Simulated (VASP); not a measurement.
# BaTiO3 (Pm-3m) in VASP: single point with PBE

Aim: the single point of BaTiO3 with PBE.

Program: VASP 6.6.1. These are calculated values, not measurements. Logs are shortened: lines on timing, memory, paths and dates and some standing lists are left out, and cuts for length are marked.

## 1. The cell of the first run

Symmetry: Pm-3m, No. 221, cubic system. The conventional cell has a = 4.007 Å, b = 4.007 Å, c = 4.007 Å, α = 90.00°, β = 90.00°, γ = 90.00°. Ba (site symmetry m-3m) has 12 O at 2.83 Å and 8 Ti at 3.47 Å within 3.7 Å. Ti (site symmetry m-3m) has 6 O at 2.00 Å within 2.7 Å. O (site symmetry 4/mmm) has 2 Ti at 2.00 Å within 2.7 Å.

## 2. Single point, PBE, collinear spin

Contents of INCAR:

```
PREC = Accurate
ENCUT = 1340
EDIFF = 1E-6
ISMEAR = 0
SIGMA = 0.1
LREAL = False
LASPH = True
NELM = 200
ALGO = Normal
ISIF = 2
LWAVE = False
LCHARG = True
ISPIN = 2
MAGMOM = 0 1 0 0 0
LORBIT = 11
LMAXMIX = 4
GGA = PE
LELF = True
LVHAR = True
NBANDS = 32
GGA_COMPAT = False
```

Contents of KPOINTS:

```
regular mesh
0
Gamma
  4 4 4
```

Contents of POSCAR:

```
BaTiO3
1.0
    4.0072999000      0.0000000000      0.0000000000
    0.0000000000      4.0072999000      0.0000000000
    0.0000000000      0.0000000000      4.0072999000
Ba Ti O
1 1 3
Direct
    0.5000000000      0.5000000000      0.5000000000
    0.0000000000      0.0000000000      0.0000000000
    0.5000000000      0.0000000000      0.0000000000
    0.0000000000      0.5000000000      0.0000000000
    0.0000000000      0.0000000000      0.5000000000
```

Potentials or basis: VASP PAW PBE potentials, release 64 (Ba_sv, Ti_sv, O_h).

On the command line:

```sh
cat potpaw_PBE.64/Ba_sv/POTCAR potpaw_PBE.64/Ti_sv/POTCAR potpaw_PBE.64/O_h/POTCAR > POTCAR
mpirun -np 1 vasp_std > vasp.out
```

OUTCAR:

```text
PREC = Accurate
   ENCUT = 1340
   EDIFF = 1E-6
   ISMEAR = 0
   LREAL = False
   LASPH = True
   NELM = 200
   ISIF = 2
   ISPIN = 2
   LORBIT = 11
   GGA = PE

 ion  position               nearest neighbor table
   1  0.500  0.500  0.500-   3 2.83   4 2.83   5 2.83   3 2.83   4 2.83   3 2.83   5 2.83   3 2.83
                             4 2.83   5 2.83   4 2.83   5 2.83   2 3.47   2 3.47   2 3.47   2 3.47
   2  0.000  0.000  0.000-   3 2.00   4 2.00   5 2.00   5 2.00   4 2.00   3 2.00   1 3.47   1 3.47
                             1 3.47   1 3.47   1 3.47   1 3.47   1 3.47   1 3.47
   3  0.500  0.000  0.000-   2 2.00   2 2.00   1 2.83   1 2.83   1 2.83   1 2.83
   4  0.000  0.500  0.000-   2 2.00   2 2.00   1 2.83   1 2.83   1 2.83   1 2.83
   5  0.000  0.000  0.500-   2 2.00   2 2.00   1 2.83   1 2.83   1 2.83   1 2.83

  LATTYP: Found a simple cubic cell.
 ALAT       =     4.0072999000

  Lattice vectors:

 A1 = (   4.0072999000,   0.0000000000,   0.0000000000)
 A2 = (   0.0000000000,   4.0072999000,   0.0000000000)
 A3 = (   0.0000000000,   0.0000000000,   4.0072999000)

Analysis of symmetry for initial positions (statically):
=====================================================================
 Subroutine PRICEL returns:
 Original cell was already a primitive cell.

 Routine SETGRP: Setting up the symmetry group for a
 simple cubic supercell.

 Subroutine GETGRP returns: Found 48 space group operations
 (whereof 48 operations were pure point group operations)
 out of a pool of 48 trial point group operations.

The static configuration has the point symmetry O_h .

Analysis of symmetry for dynamics (positions and initial velocities):
=====================================================================
 Subroutine PRICEL returns:
 Original cell was already a primitive cell.

 Routine SETGRP: Setting up the symmetry group for a
 simple cubic supercell.

 Subroutine GETGRP returns: Found 48 space group operations
 (whereof 48 operations were pure point group operations)
 out of a pool of 48 trial point group operations.

The dynamic configuration has the point symmetry O_h .

Analysis of structural, dynamic, and magnetic symmetry:
=====================================================================
 Subroutine PRICEL returns:
 Original cell was already a primitive cell.

 Routine SETGRP: Setting up the symmetry group for a
 simple cubic supercell.

 Subroutine GETGRP returns: Found 48 space group operations
 (whereof 48 operations were pure point group operations)
 out of a pool of 48 trial point group operations.

The overall configuration has the point symmetry O_h .

 Subroutine INISYM returns: Found 48 space group operations
 (whereof 48 operations are pure point group operations),
 and found     1 'primitive' translations

----------------------------------------------------------------------------------------

                                     Primitive cell

  volume of cell :      64.3510

  direct lattice vectors                    reciprocal lattice vectors
     4.007299900  0.000000000  0.000000000     0.249544587  0.000000000  0.000000000
     0.000000000  4.007299900  0.000000000     0.000000000  0.249544587  0.000000000
     0.000000000  0.000000000  4.007299900     0.000000000  0.000000000  0.249544587

  length of vectors
     4.007299900  4.007299900  4.007299900     0.249544587  0.249544587  0.249544587

  position of ions in fractional coordinates (direct lattice)
     0.500000000  0.500000000  0.500000000
     0.000000000  0.000000000  0.000000000
     0.500000000  0.000000000  0.000000000
     0.000000000  0.500000000  0.000000000
     0.000000000  0.000000000  0.500000000

  ion indices of the primitive-cell ions
   primitive index   ion index
                 1           1
                 2           2
                 3           3
                 4           4
                 5           5

----------------------------------------------------------------------------------------

 KPOINTS: regular mesh
[... 28 lines left out ...]
  0.250000  0.250000  0.000000     12.000000
  0.500000  0.250000  0.000000     12.000000
  0.500000  0.500000  0.000000      3.000000
  0.250000  0.250000  0.250000      8.000000
  0.500000  0.250000  0.250000     12.000000
  0.500000  0.500000  0.250000      6.000000
  0.500000  0.500000  0.500000      1.000000
   k-points           NKPTS =     10   k-points in BZ     NKDIM =     10   number of bands    NBANDS=     32
   number of dos      NEDOS =    301   number of ions     NIONS =      5
   total plane-waves  NPLWV = 110592
   dimension x,y,z NGX =    48 NGY =   48 NGZ =   48
   dimension x,y,z NGXF=    96 NGYF=   96 NGZF=   96
   ions per type =               1   1   3
   NGX,Y,Z   is equivalent  to a cutoff of  19.91, 19.91, 19.91 a.u.
   NGXF,Y,Z  is equivalent  to a cutoff of  39.83, 39.83, 39.83 a.u.
 SYSTEM =  unknown system
   PREC   = accura    normal or accurate (medium, high low for compatibility)
   ISTART =      0    job   : 0-new  1-cont  2-samecut
   ICHARG =      2    charge: 1-file 2-atom 10-const
   ISPIN  =      2    spin polarized calculation?
   LNONCOLLINEAR =      F non collinear calculations
   LSORBIT =      F    spin-orbit coupling
   LASPH  =      T    aspherical Exc in radial PAW
   ENCUT  = 1340.0 eV  98.49 Ry    9.92 a.u.  11.96 11.96 11.96*2*pi/ulx,y,z
   NELM   =    200;   NELMIN=  2; NELMDL= -5     # of ELM steps
   EDIFF  = 0.1E-05   stopping-criterion for ELM
   LREAL  =      F    real-space projection
   EDIFFG = 0.1E-04   stopping-criterion for IOM
   NSW    =      0    number of steps for IOM
   IBRION =     -1    ionic relax: 0-MD 1-quasi-New 2-CG
   NFREE  =      0    steps in history (QN), initial steepest desc. (CG)
   ISIF   =      2    stress and relaxation
   ISYM   =      2    0-nonsym 1-usesym 2-fastsym
   POTIM  = 0.5000    time-step for ionic-motion
   TEBEG  =    0.0;   TEEND  =   0.0 temperature during run
   PSTRESS=    0.0 pullay stress
   NELECT =      40.0000    total number of electrons
   NUPDOWN=      -1.0000    fix difference up-down
   EMIN   =  10.00;   EMAX   =-10.00  energy-range for DOS
   EFERMI =   0.00;   METHOD = LEGACY
   ISMEAR =     0;   SIGMA  =   0.10  broadening in eV -4-tet -1-fermi 0-gaus
   EFERMI_NEDOS =   21; number of points for ismear=-14 and -15
   IALGO  =     38    algorithm
   IMIX   =      4    mixing-type and parameters
     AMIX     =   0.40;   BMIX     =  1.00
     AMIX_MAG =   1.60;   BMIX_MAG =  1.00
  volume/ion in A,a.u.               =      12.87        86.85
  Fermi-wavevector in a.u.,A,eV,Ry     =   1.397150  2.640230 26.558949  1.952028
  Thomas-Fermi vector in A             =   2.520434
   LORBIT       =     11    0 simple, 1 ext, 2 COOP (PROOUT), +10 PAW based schemes
   GGA     = PE    functional components
   LHFCALC =     F    Hartree Fock is set to
   AEXX    =    0.0000 exact exchange contribution
   IVDW    =     0    specifies the selected vdW correction
   LEPSILON=     F    determine dielectric tensor
   LRPA    =     F    only Hartree local field effects (RPA)
 spin polarized calculation
 Gauss-broadening in eV      SIGMA  =   0.10
  energy-cutoff  :     1340.00
  volume of cell :       64.35
 maximum number of plane-waves:      7208
 NGX is ok and might be reduce to    48
   NGX = 23   NGY = 23   NGZ = 23

 number of electron      40.0000000 magnetization       0.0000687

 number of electron      40.0000000 magnetization      -0.0000018

 Free energy of the ion-electron system (eV)
  ---------------------------------------------------
  ext. energy  EPLUGINS =         0.00000000
  ---------------------------------------------------
  free energy    TOTEN  =       -39.98220956 eV

  energy without entropy =      -39.98220956  energy(sigma->0) =      -39.98220956

 E-fermi :   4.7364     XC(G=0): -11.2449

 val. band max:        4.1648393221   @ k =   0.5000   0.5000   0.5000
 cond. band min:       5.8880611471   @ k =   0.0000   0.0000   0.0000
 fundamental gap:      1.7232218250
 Fermi energy:         4.7364010097

 spin component 1

 k-point     1 :       0.0000    0.0000    0.0000
  band No.  band energies     occupation
      1     -52.5118      1.00000
      2     -28.7192      1.00000
      3     -28.7192      1.00000
      4     -28.7192      1.00000
      5     -20.6547      1.00000
      6     -12.7165      1.00000
[... 339 lines left out ...]
     31      16.7021      0.00000
     32      19.2765      0.00000
 Fermi energy:         4.7364010097

 spin component 2

 k-point     1 :       0.0000    0.0000    0.0000
  band No.  band energies     occupation
      1     -52.5118      1.00000
      2     -28.7192      1.00000
      3     -28.7192      1.00000
      4     -28.7192      1.00000
      5     -20.6548      1.00000
      6     -12.7165      1.00000
[... 339 lines left out ...]
     31      16.7021      0.00000
     32      19.2765      0.00000

------------------------ aborting loop because EDIFF is reached ----------------------------------------

  FORCE on cell =-STRESS in cart. coord.  units (eV):
  Direction    XX          YY          ZZ          XY          YZ          ZX
  --------------------------------------------------------------------------------------
  -------------------------------------------------------------------------------------
  Total        1.2628333      1.2628333      1.2628333      0.0000000      0.0000000     -0.0000000
  in kB       31.4413417     31.4413417     31.4413417      0.0000000      0.0000000     -0.0000000
  external PRESSURE =      31.4413417 kB  Pullay stress =       0.0000000 kB

 VOLUME and BASIS-vectors are now :
 -----------------------------------------------------------------------------
  energy-cutoff  :     1340.00
  volume of cell :       64.35
      direct lattice vectors                 reciprocal lattice vectors
     4.007299900  0.000000000  0.000000000     0.249544587  0.000000000  0.000000000
     0.000000000  4.007299900  0.000000000     0.000000000  0.249544587  0.000000000
     0.000000000  0.000000000  4.007299900     0.000000000  0.000000000  0.249544587

 POSITION                                       TOTAL-FORCE (eV/Angst)
 -----------------------------------------------------------------------------------
      2.00365      2.00365      2.00365         0.000000      0.000000      0.000000
      0.00000      0.00000      0.00000         0.000000      0.000000      0.000000
      2.00365      0.00000      0.00000         0.000000      0.000000      0.000000
      0.00000      2.00365      0.00000         0.000000      0.000000      0.000000
      0.00000      0.00000      2.00365         0.000000      0.000000      0.000000
 -----------------------------------------------------------------------------------
    total drift:                                0.000000      0.000000      0.000000

  FREE ENERGIE OF THE ION-ELECTRON SYSTEM (eV)
  ---------------------------------------------------
  free  energy   TOTEN  =       -39.9822095578 eV

  energy  without entropy=      -39.9822095578  energy(sigma->0) =      -39.98220956

 total charge

# of ion       s       p       d       tot
------------------------------------------
    1        2.008   5.652   0.327   7.987
    2        2.208   6.269   1.689  10.166
    3        1.041   2.327   0.000   3.368
    4        1.041   2.327   0.000   3.368
    5        1.041   2.327   0.000   3.368
--------------------------------------------------
tot          7.339  18.901   2.016  28.257

 magnetization (x)

# of ion       s       p       d       tot
------------------------------------------
    1       -0.000   0.000  -0.000  -0.000
    2        0.000   0.000  -0.000   0.000
    3       -0.000  -0.000   0.000  -0.000
    4       -0.000  -0.000   0.000  -0.000
    5       -0.000  -0.000   0.000  -0.000
--------------------------------------------------
tot          0.000  -0.000  -0.000  -0.000
```

Run time: 2.4 min. Hardware: 1 thread of Intel Xeon Platinum 8375C at 2.90GHz (Ice Lake), shared host; peak memory 0.48 GiB.

What came out:

| Quantity | Value |
| --- | --- |
| Free energy | -39.9822 eV |
| Pressure | 3.1 GPa |
| Band gap on the k mesh | 1.72 eV (least direct gap 1.87 eV) |
| Net moment | 0.00 μB per cell |
| Valence electrons inside the program's atomic spheres | Ba 7.99; Ti 10.17; O 3.37 |

Caveat: the cell stands under pressure; spin-orbit coupling is left out, which moves the levels of the heavy elements.
